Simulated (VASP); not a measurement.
A run of VASP 6.6.1 is set up as follows.

INCAR

```
SYSTEM = TaN
ALGO = Normal ; EDIFF = 1E-6
ENCUT = 520 ; GGA = PS
ISIF = 2 ; ISMEAR = 0
LASPH = .True. ; LCHARG = .True.
LELF = .True. ; LREAL = .False.
LVHAR = .True. ; LWAVE = .False.
NBANDS = 15 ; NELM = 100
PREC = Accurate ; SIGMA = 0.15
```

File KPOINTS:

```
k-points
0
Gamma
  18 18 16
  0 0 0
```

Contents of POSCAR:

```
TaN
1.0
    2.9240351141      0.0000000000      0.0000000000
   -1.4620175570      2.5322886904      0.0000000000
    0.0000000000      0.0000000000      2.8707423432
Ta N
1 1
Direct
    0.3333333333      0.6666666667      0.5000000000
    0.0000000000      0.0000000000      0.0000000000
```

Potentials or basis: VASP PAW PBE potentials, release 64 (Ta_pv, N).

Launch:

```bash
$ cat potpaw_PBE.64/Ta_pv/POTCAR potpaw_PBE.64/N/POTCAR > POTCAR
$ mpirun -np 1 vasp_std > vasp.out
```

Question: Estimate the band gap on the k mesh.

Answer: Zero (band 8 reaches 8.56 eV, above the bottom of band 9 at 8.13 eV).

Question: Estimate the pressure.

Answer: 0.8 GPa.

Stress tensor (GPa, compression positive):
```
0.76 0.00 0.00
0.00 0.76 0.00
0.00 0.00 0.98
```

Caveat: the PAW data sets were made with another functional, which shifts forces and pressure a little; spin-orbit coupling is left out, which moves the levels of the heavy elements.
